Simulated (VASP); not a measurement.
A run of VASP 6.6.1 is set up as follows.

The input INCAR:

```
PREC = Accurate
ENCUT = 520
EDIFF = 1E-6
ISMEAR = -1
SIGMA = 0.02
LREAL = F
LASPH = T
NELM = 100
ALGO = Normal
ISIF = 2
LWAVE = F
LCHARG = F
GGA = PS
NBANDS = 12
```

The input KPOINTS:

```
Automatic mesh
0
Gamma
  12 12 12
```

The input POSCAR:

```
Ti
1.0
   -1.6410000000      1.6410000000      1.6410000000
    1.6410000000     -1.6410000000      1.6410000000
    1.6410000000      1.6410000000     -1.6410000000
Ti
1
Direct
    0.0000000000      0.0000000000      0.0000000000
```

Potentials or basis: VASP PAW PBE potentials, release 64 (Ti_sv).

Run with:

```console
$ cat potpaw_PBE.64/Ti_sv/POTCAR > POTCAR
$ mpirun -np 1 vasp_std > vasp.out
```

(1) What does it give for the band gap on the k mesh?

(2) Estimate the pressure.

Results:

(1) zero (band 6 reaches 8.75 eV, above the bottom of band 7 at 7.18 eV).

(2) -7.1 GPa.

Caveat: the PAW data sets were made with another functional, which shifts forces and pressure a little.
